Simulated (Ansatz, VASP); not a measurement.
**One calculation of Pt2Se, two programs**

```xyz
6
Lattice="3.8804 0.0000 0.0000 0.0000 7.5744 0.0000 0.0000 0.0000 3.5392" Properties=species:S:1:pos:R:3 pbc="T T T"
Pt    0.5677    2.4528    0.0000
Pt    3.3126    5.1215    0.0000
Pt    2.5079    1.3343    1.7696
Pt    1.3724    6.2400    1.7696
Se    0.0000    0.0000    0.0000
Se    1.9402    3.7872    1.7696
```

Alike in both runs: functional PBE; k mesh 10 × 6 × 10; occupations gaussian, width 0.1 eV; no spin polarisation.

Ansatz relaxed the structure, and its values are those at the end. VASP's run is a single point on that final structure, the one shown.

|  | VASP | Ansatz |
| --- | --- | --- |
| version | VASP 6.6.1 | Ansatz 0.2.0 |
| potentials or method | VASP PAW PBE potentials, release 64 (Pt, Se), cutoff 520 eV | scalar-relativistic, plane waves, PAW |
| valence electrons in the cell | 52 | 104 |

Ansatz gave:

| Quantity | Value |
| --- | --- |
| gap on the k mesh at the Fermi level (eV) | none |
| pressure (GPa) | 0.0 |

Problem. What did VASP give for the same quantities?

Solution. gap on the k mesh at the Fermi level (eV): none; pressure (GPa): -0.1.

A gap of «none» marks a metal or a gap that the smearing closes. VASP's potentials hold 52 valence electrons a cell and Ansatz's 104, so a difference there can come from the potentials and not from the codes.

Neither program's run includes spin-orbit coupling.
